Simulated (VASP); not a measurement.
## Ge5Br: relaxation of cell and atoms with PBE

Crystal: Ge5Br.

```
CELL_PARAMETERS angstrom
5.65169 0.00000 0.00000
-2.82585 4.89451 0.00000
0.00000 0.00000 4.67637
ATOMIC_POSITIONS crystal
Ge 0.33333 0.66667 0.50000
Ge 0.00000 0.57650 0.00000
Ge 0.57650 0.00000 0.00000
Ge 0.42350 0.42350 0.00000
Ge 0.66667 0.33333 0.50000
Br 0.00000 0.00000 0.50000
```

The cell was generated, and may not be a known phase.

```json
{"Program": "VASP 6.6.1", "Task": "relaxation of cell and atoms", "Functional": "PBE", "Potentials or basis": "VASP PAW PBE potentials, release 64 (Ge_d, Br)", "Cutoff": "600 eV", "k mesh": "6 × 6 × 4", "Occupations": "gaussian, width 0.1 eV", "Spin": "no spin polarisation", "Dipole correction": "no", "Further INCAR settings": "ALGO = Fast; EDIFF = 1e-07; IBRION = 2; EDIFFG = -0.04; NSW = 90; ISIF = 3"}
```

```json
{"Relaxed volume": "21.62 Å³/atom", "Relaxed cell": "a = 5.473 Å, b = 5.473 Å, c = 5.001 Å, α = 90.00°, β = 90.00°, γ = 120.00°", "Space group after relaxing (to 0.1 Å)": "P-62m (No. 189)", "Energy gained by relaxing": "16.9 meV/atom", "Ionic steps": "11", "Pressure after relaxing": "0.0 GPa", "Largest force after relaxing": "0.020 eV/Å", "Band gap on the k mesh": "zero (an odd number of electrons rules out a gap without spin polarisation)"}
```

Forces on the atoms (eV/Å):
```
Ge   0.000  0.000  0.000
Ge   0.010 -0.018  0.000
Ge  -0.020  0.000  0.000
Ge   0.010  0.018  0.000
Ge   0.000  0.000  0.000
Br   0.000  0.000  0.000
```

Stress tensor (GPa, compression positive):
```
 0.08  0.00  0.00
 0.00  0.08  0.00
 0.00  0.00 -0.03
```

Step by step:
| step | energy change (eV) | largest force (eV/Å) | pressure (GPa) | volume (Å³) |
| --- | --- | --- | --- | --- |
| 1 | 0.0000 | 0.0664 | 0.02 | 129.36 |
| 2 | -0.0139 | 0.0737 | -0.14 | 129.41 |
| 3 | -0.0538 | 0.0922 | -0.37 | 129.48 |
| 4 | -0.0728 | 0.0842 | -0.23 | 129.29 |
| 5 | -0.0764 | 0.0947 | -0.33 | 129.40 |
| 6 | -0.0766 | 0.0932 | -0.33 | 129.39 |
| 7 | -0.0778 | 0.0704 | 0.59 | 127.42 |
| 8 | -0.0788 | 0.0803 | 0.20 | 128.21 |
| 9 | -0.0824 | 0.0711 | 0.20 | 128.37 |
| 10 | -0.0912 | 0.0503 | 0.16 | 128.83 |
| 11 | -0.1012 | 0.0204 | 0.04 | 129.75 |

Final structure:
```cif
data_structure
_symmetry_space_group_name_H-M 'P 1'
_symmetry_Int_Tables_number 1
_cell_length_a 5.4732
_cell_length_b 5.4732
_cell_length_c 5.0014
_cell_angle_alpha 90.000
_cell_angle_beta 90.000
_cell_angle_gamma 120.000
_cell_volume 129.75
loop_
_atom_site_label
_atom_site_type_symbol
_atom_site_fract_x
_atom_site_fract_y
_atom_site_fract_z
_atom_site_occupancy
Ge1 Ge 0.33333 0.66667 0.50000 1
Ge2 Ge 0.00000 0.54326 0.00000 1
Ge3 Ge 0.54326 0.00000 0.00000 1
Ge4 Ge 0.45674 0.45674 0.00000 1
Ge5 Ge 0.66667 0.33333 0.50000 1
Br1 Br 0.00000 0.00000 0.50000 1
```

Levels at points of the mesh, in eV from the Fermi level:
```
           k point  band 35  band 36  band 37  band 38  band 39  band 40  band 41  band 42  band 43  band 44
(0.00, 0.00, 0.00)    -2.30    -1.79    -0.83    -0.83    -0.01    -0.01     0.34     1.38     1.38     3.47
(0.50, 0.00, 0.00)    -2.85    -2.29    -1.75     0.49     0.57     0.69     1.05     1.09     2.58     3.10
(0.00, 0.00, 0.50)    -2.80    -2.80    -2.78    -1.80    -1.80     1.45     1.68     4.11     4.12     4.81
(0.50, 0.00, 0.50)    -1.44    -0.87    -0.45     0.94     1.55     1.78     2.00     2.70     2.74     2.99
```

It took 39 min on 1 thread of Oxide Virtual Turin-like Processor, with other jobs on the host, peak memory 0.35 GiB.

Caveat: an odd number of electrons without spin polarisation forces a metal; a magnetic or distorted state may lie lower.
